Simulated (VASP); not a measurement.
# Ta (Im-3m) in VASP: notebook, part 2 of 2

VASP 6.6.1. The steps go on from the part before.

## Step 4: Single point, PBE

This run uses another cell than the first one, of 18.34 Å³/atom, 1.011 times its volume.

The input, INCAR:

```
PREC     = Accurate       # precision mode
ENCUT    = 520            # plane-wave cutoff, eV
EDIFF    = 1E-6           # SCF threshold, eV
ISMEAR   = -1             # smearing method
SIGMA    = 0.15           # smearing width, eV
LREAL    = False          # projectors in reciprocal space
LASPH    = True           # aspherical terms in the spheres
NELM     = 100            # most SCF steps
ALGO     = Normal         # electronic algorithm
ISIF     = 2              # what is computed and relaxed
LWAVE    = False          # write WAVECAR
LCHARG   = False          # write CHGCAR
GGA      = PE             # functional
NBANDS   = 12             # bands
```

The input, KPOINTS:

```
Automatic mesh
0
Gamma
  16 16 16
```

The input, POSCAR:

```
Ta
1.0
   -1.6611896825      1.6611896825      1.6611896825
    1.6611896825     -1.6611896825      1.6611896825
    1.6611896825      1.6611896825     -1.6611896825
Ta
1
Direct
    0.0000000000      0.0000000000      0.0000000000
```

Potentials or basis: VASP PAW PBE potentials, release 64 (Ta_pv).

Launch:

```bash
$ cat potpaw_PBE.64/Ta_pv/POTCAR > POTCAR
$ mpirun -np 1 vasp_std > vasp.out
```

OUTCAR:

```text
PREC = Accurate
   ENCUT = 520
   EDIFF = 1E-6
   ISMEAR = -1
   LREAL = False
   LASPH = True
   NELM = 100
   ISIF = 2
   GGA = PE

 ion  position               nearest neighbor table
   1  0.000  0.000  0.000-

  LATTYP: Found a body centered cubic cell.
 ALAT       =     3.3223793650

  Lattice vectors:

 A1 = (  -1.6611896825,   1.6611896825,   1.6611896825)
 A2 = (   1.6611896825,  -1.6611896825,   1.6611896825)
 A3 = (   1.6611896825,   1.6611896825,  -1.6611896825)

Analysis of symmetry for initial positions (statically):
=====================================================================
 Subroutine PRICEL returns:
 Original cell was already a primitive cell.

 Routine SETGRP: Setting up the symmetry group for a
 body centered cubic supercell.

 Subroutine GETGRP returns: Found 48 space group operations
 (whereof 48 operations were pure point group operations)
 out of a pool of 48 trial point group operations.

The static configuration has the point symmetry O_h .

Analysis of symmetry for dynamics (positions and initial velocities):
=====================================================================
 Subroutine PRICEL returns:
 Original cell was already a primitive cell.

 Routine SETGRP: Setting up the symmetry group for a
 body centered cubic supercell.

 Subroutine GETGRP returns: Found 48 space group operations
 (whereof 48 operations were pure point group operations)
 out of a pool of 48 trial point group operations.

The dynamic configuration has the point symmetry O_h .

 Subroutine INISYM returns: Found 48 space group operations
 (whereof 48 operations are pure point group operations),
 and found     1 'primitive' translations

----------------------------------------------------------------------------------------

                                     Primitive cell

  volume of cell :      18.3366

  direct lattice vectors                    reciprocal lattice vectors
    -1.661189683  1.661189683  1.661189683     0.000000000  0.300989108  0.300989108
     1.661189683 -1.661189683  1.661189683     0.300989108  0.000000000  0.300989108
     1.661189683  1.661189683 -1.661189683     0.300989108  0.300989108  0.000000000

  length of vectors
     2.877264931  2.877264931  2.877264931     0.425662878  0.425662878  0.425662878

  position of ions in fractional coordinates (direct lattice)
     0.000000000  0.000000000  0.000000000

  ion indices of the primitive-cell ions
   primitive index   ion index
                 1           1

----------------------------------------------------------------------------------------

 KPOINTS: Automatic mesh

Automatic generation of k-mesh.
 Grid dimensions read from file:
 generate k-points for:   16   16   16

 Generating k-lattice:

  Cartesian coordinates                     Fractional coordinates (reciprocal lattice)
     0.000000000  0.018811819  0.018811819     0.062500000  0.000000000  0.000000000
     0.018811819  0.000000000  0.018811819     0.000000000  0.062500000  0.000000000
     0.018811819  0.018811819  0.000000000     0.000000000  0.000000000  0.062500000

  Length of vectors
     0.026603930  0.026603930  0.026603930

  Shift w.r.t. Gamma in fractional coordinates (k-lattice)
     0.000000000  0.000000000  0.000000000

 Subroutine IBZKPT returns following result:
 ===========================================

 Found    145 irreducible k-points:

 Following reciprocal coordinates:
            Coordinates               Weight
  0.000000  0.000000  0.000000      1.000000
  0.062500  0.000000  0.000000     12.000000
  0.125000  0.000000  0.000000     12.000000
  0.187500  0.000000  0.000000     12.000000
  0.250000  0.000000  0.000000     12.000000
  0.312500  0.000000  0.000000     12.000000
[... 16 lines left out ...]
  0.187500  0.187500  0.000000     24.000000
  0.250000  0.187500  0.000000     48.000000
 [... further k-points ...]
   k-points           NKPTS =    145   k-points in BZ     NKDIM =    145   number of bands    NBANDS=     12
   number of dos      NEDOS =    301   number of ions     NIONS =      1
   total plane-waves  NPLWV =  13824
   dimension x,y,z NGX =    24 NGY =   24 NGZ =   24
   dimension x,y,z NGXF=    48 NGYF=   48 NGZF=   48
   ions per type =               1
   NGX,Y,Z   is equivalent  to a cutoff of  13.87, 13.87, 13.87 a.u.
   NGXF,Y,Z  is equivalent  to a cutoff of  27.73, 27.73, 27.73 a.u.
 SYSTEM =  unknown system
   PREC   = accura    normal or accurate (medium, high low for compatibility)
   ISTART =      0    job   : 0-new  1-cont  2-samecut
   ICHARG =      2    charge: 1-file 2-atom 10-const
   ISPIN  =      1    spin polarized calculation?
   LNONCOLLINEAR =      F non collinear calculations
   LSORBIT =      F    spin-orbit coupling
   LASPH  =      T    aspherical Exc in radial PAW
   ENCUT  =  520.0 eV  38.22 Ry    6.18 a.u.   5.35  5.35  5.35*2*pi/ulx,y,z
   NELM   =    100;   NELMIN=  2; NELMDL= -5     # of ELM steps
   EDIFF  = 0.1E-05   stopping-criterion for ELM
   LREAL  =      F    real-space projection
   EDIFFG = 0.1E-04   stopping-criterion for IOM
   NSW    =      0    number of steps for IOM
   IBRION =     -1    ionic relax: 0-MD 1-quasi-New 2-CG
   NFREE  =      0    steps in history (QN), initial steepest desc. (CG)
   ISIF   =      2    stress and relaxation
   ISYM   =      2    0-nonsym 1-usesym 2-fastsym
   POTIM  = 0.5000    time-step for ionic-motion
   TEBEG  =    0.0;   TEEND  =   0.0 temperature during run
   PSTRESS=    0.0 pullay stress
   NELECT =      11.0000    total number of electrons
   NUPDOWN=      -1.0000    fix difference up-down
   EMIN   =  10.00;   EMAX   =-10.00  energy-range for DOS
   EFERMI =   0.00;   METHOD = LEGACY
   ISMEAR =    -1;   SIGMA  =   0.15  broadening in eV -4-tet -1-fermi 0-gaus
   EFERMI_NEDOS =   21; number of points for ismear=-14 and -15
   IALGO  =     38    algorithm
   IMIX   =      4    mixing-type and parameters
     AMIX     =   0.40;   BMIX     =  1.00
     AMIX_MAG =   1.60;   BMIX_MAG =  1.00
  volume/ion in A,a.u.               =      18.34       123.74
  Fermi-wavevector in a.u.,A,eV,Ry     =   1.380702  2.609148 25.937289  1.906337
  Thomas-Fermi vector in A             =   2.505554
   LORBIT       =      0    0 simple, 1 ext, 2 COOP (PROOUT), +10 PAW based schemes
   GGA     = PE    functional components
   LHFCALC =     F    Hartree Fock is set to
   AEXX    =    0.0000 exact exchange contribution
   IVDW    =     0    specifies the selected vdW correction
   LEPSILON=     F    determine dielectric tensor
   LRPA    =     F    only Hartree local field effects (RPA)
 non-spin polarized calculation
  energy-cutoff  :      520.00
  volume of cell :       18.34
 maximum number of plane-waves:       531
 NGX is ok and might be reduce to    24
   NGX = 11   NGY = 11   NGZ = 11

 number of electron      11.0000000 magnetization

 Free energy of the ion-electron system (eV)
  ---------------------------------------------------
  ext. energy  EPLUGINS =         0.00000000
  ---------------------------------------------------
  free energy    TOTEN  =       -11.86163498 eV

  energy without entropy =      -11.76388585  energy(sigma->0) =      -11.81276042

 E-fermi :   5.3713     XC(G=0): -12.5266

 val. band max:        5.3563828676   @ k =  -0.3750   0.5000   0.1875
 cond. band min:       5.3755104476   @ k =  -0.1875   0.2500   0.0625
 fundamental gap:      0.0191275800
 Fermi energy:         5.3712968565

 k-point     1 :       0.0000    0.0000    0.0000
  band No.  band energies     occupation
      1     -27.7969      2.00000
      2     -27.7969      2.00000
      3     -27.7969      2.00000
      4      -2.5049      2.00000
      5       6.0780      0.01782
      6       6.0780      0.01782
      7       6.0780      0.01782
      8       9.2880      0.00000
      9       9.2880      0.00000
     10      19.9825      0.00000
     11      20.2684      0.00000
     12      20.2684      0.00000

 k-point     2 :       0.0625    0.0000    0.0000
  band No.  band energies     occupation
      1     -27.8426      2.00000
      2     -27.8110      2.00000
      3     -27.7971      2.00000
      4      -2.3339      2.00000
      5       5.9670      0.03700
      6       6.0458      0.02205
      7       6.2452      0.00588
      8       9.1090      0.00000
      9       9.2885      0.00000
     10      19.9829      0.00000
     11      20.4216      0.00000
     12      20.5689      0.00000
[... 316 lines left out ...]
 k-point    24 :       0.2500    0.1875    0.0000
  band No.  band energies     occupation
      1     -28.6677      2.00000
      2     -28.1575      2.00000
      3     -27.8923      2.00000
      4       1.6754      2.00000
      5       4.1249      1.99951
      6       4.7497      1.96877
      7       8.6453      0.00000
      8      10.1015      0.00000
      9      11.9449      0.00000
     10      17.9275      0.00000
     11      19.9876      0.00000
     12      20.6974      0.00000

 [... further k-points ...]
[... 5 lines left out ...]
  --------------------------------------------------------------------------------------
  -------------------------------------------------------------------------------------
  Total        0.0068062      0.0068062      0.0068062     -0.0000000      0.0000000     -0.0000000
  in kB        0.5946993      0.5946993      0.5946993     -0.0000000      0.0000000     -0.0000000
  external PRESSURE =       0.5946993 kB  Pullay stress =       0.0000000 kB

 VOLUME and BASIS-vectors are now :
 -----------------------------------------------------------------------------
  energy-cutoff  :      520.00
  volume of cell :       18.34
      direct lattice vectors                 reciprocal lattice vectors
    -1.661189683  1.661189683  1.661189683     0.000000000  0.300989108  0.300989108
     1.661189683 -1.661189683  1.661189683     0.300989108  0.000000000  0.300989108
     1.661189683  1.661189683 -1.661189683     0.300989108  0.300989108  0.000000000

 POSITION                                       TOTAL-FORCE (eV/Angst)
 -----------------------------------------------------------------------------------
      0.00000      0.00000      0.00000         0.000000     -0.000000      0.000000
 -----------------------------------------------------------------------------------
    total drift:                                0.000000      0.000000      0.000000

  FREE ENERGIE OF THE ION-ELECTRON SYSTEM (eV)
  ---------------------------------------------------
  free  energy   TOTEN  =       -11.8616349765 eV

  energy  without entropy=      -11.7638858543  energy(sigma->0) =      -11.81276042
```

It took 7.9 s on 1 thread of Intel Xeon 6975P-C (Granite Rapids), shared host; peak memory 0.16 GiB.

Results:

| Quantity | Value |
| --- | --- |
| Free energy | -11.8616 eV |
| Pressure | 0.1 GPa |

Caveat: spin-orbit coupling is left out, which moves the levels of the heavy elements.

## Step 5: Relaxation of cell and atoms, PBE

The input, INCAR:

```
SYSTEM = Ta
PREC     = Accurate       ! precision mode
ENCUT    = 600            ! plane-wave cutoff, eV
EDIFF    = 1E-6           ! SCF threshold, eV
ISMEAR   = 0              ! smearing method
SIGMA    = 0.1            ! smearing width, eV
LREAL    = .FALSE.        ! projectors in reciprocal space
LASPH    = .TRUE.         ! aspherical terms in the spheres
NELM     = 60             ! most SCF steps
ALGO     = Normal         ! electronic algorithm
ISIF     = 3              ! what is computed and relaxed
LWAVE    = .FALSE.        ! write WAVECAR
LCHARG   = .FALSE.        ! write CHGCAR
GGA      = PE             ! functional
IBRION   = 2              ! ionic algorithm
NSW      = 100            ! ionic steps
EDIFFG   = -0.002         ! ionic threshold
```

The input, KPOINTS:

```
regular mesh
0
G
  14 14 14
  0 0 0
```

The input, POSCAR:

```
Ta
1.0
   -1.6549278100      1.6549278100      1.6549278100
    1.6549278100     -1.6549278100      1.6549278100
    1.6549278100      1.6549278100     -1.6549278100
Ta
1
Direct
    0.0000000000      0.0000000000      0.0000000000
```

Launch:

```bash
$ cat potpaw_PBE.64/Ta_pv/POTCAR > POTCAR
$ mpirun -np 1 vasp_std > vasp.out
```

It took 10 s on 1 thread of Intel Xeon 6975P-C (Granite Rapids), shared host; peak memory 0.16 GiB.

Results (log left out):

| Item | Value |
| --- | --- |
| Free energy | -11.8220 eV |
| Relaxed volume | 18.29 Å³/atom |
| Relaxed cell | a = 2.875 Å, b = 2.875 Å, c = 2.875 Å, α = 109.47°, β = 109.47°, γ = 109.47° |
| Space group after relaxing (to 0.05 Å) | Im-3m (No. 229) |
| Energy gained by relaxing | 0.9 meV/atom |
| Ionic steps | 3 |
| Pressure after relaxing | 0.0 GPa |

The path:
```tsv
step	energy change (eV)	largest force (eV/Å)	pressure (GPa)	volume (Å³)
1	0.0000	0.0000	1.81	18.13
2	0.0041	0.0000	-4.07	18.67
3	-0.0009	0.0000	0.00	18.29
```

Final structure:
```
CELL_PARAMETERS angstrom
-1.65975 1.65975 1.65975
1.65975 -1.65975 1.65975
1.65975 1.65975 -1.65975
ATOMIC_POSITIONS crystal
Ta 0.00000 0.00000 0.00000
```

Levels at points of the mesh, in eV from the Fermi level:
```csv
k point,band 2,band 3,band 4,band 5,band 6,band 7,band 8,band 9
"(0.00, 0.00, 0.00)",-33.13,-33.13,-7.86,0.73,0.73,0.73,3.95,3.95
"(0.50, 0.00, 0.00)",-33.49,-33.14,-4.31,-1.50,1.52,3.83,4.84,7.65
"(0.50, 0.50, 0.50)",-33.91,-33.91,-3.71,-3.71,6.71,6.71,6.71,8.52
```

Caveat: spin-orbit coupling is left out, which moves the levels of the heavy elements.

## Step 6: Summary

```tsv
task	cell	k mesh	cutoff (eV)	smearing	gap on the mesh (eV)	pressure (GPa)
single point	a = 2.866 Å, angles 109.5°, 1 atom	8 × 8 × 8	520	gaussian 0.1 eV	none	-0.2
single point	a = 2.874 Å, angles 109.5°, 1 atom	14 × 14 × 14	520	gaussian 0.1 eV	none	0.1
single point	a = 2.877 Å, angles 109.5°, 1 atom	16 × 16 × 16	520	fermi-dirac 0.15 eV	none	0.1
relaxation of cell and atoms	relaxed from a = 2.866 Å, angles 109.5°, 1 atom	14 × 14 × 14	600	gaussian 0.1 eV	none	0.0
```

Alike in all rows: level PBE; potentials or basis VASP PAW PBE potentials, release 64 (Ta_pv); no spin polarisation.

Caveats: spin-orbit coupling is left out, which moves the levels of the heavy elements.

Absolute energies hang on the potentials; compare differences alone.
